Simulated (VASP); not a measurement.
**Cu: single point with BLYP**

The system is Cu.

```
Cu
1.0
     0.00510    1.83570    1.84866
     1.86672   -0.01352    1.86704
     1.84814    1.83570    0.00514
Cu
1
Direct
  0.00000 0.00000 0.00000
```

```
Program             : VASP 6.6.1
Task                : single point
Functional          : BLYP
Potentials or basis : VASP PAW PBE potentials, release 64 (Cu)
Cutoff              : 520 eV
k mesh              : 13 × 12 × 13
Occupations         : fermi-dirac, width 0.05 eV
Spin                : no spin polarisation
```

```yaml
Pressure: 1.0 GPa
```

Levels at points of the mesh, in eV from the Fermi level:
```csv
k point,band 3,band 4,band 5,band 6,band 7,band 8,band 9,band 10
"(0.00, 0.00, 0.00)",-2.95,-2.94,-2.25,-2.22,22.26,23.63,24.15,24.31
"(0.00, 0.50, 0.00)",-2.98,-1.73,-1.71,-0.78,3.12,20.96,21.03,21.19
```

It took 99 s on 1 thread of Intel(R) Xeon(R) Platinum 8559C (Emerald Rapids), on a shared host, peak memory 0.25 GiB.

Caveat: the PAW data sets were made with another functional, which shifts forces and pressure a little.
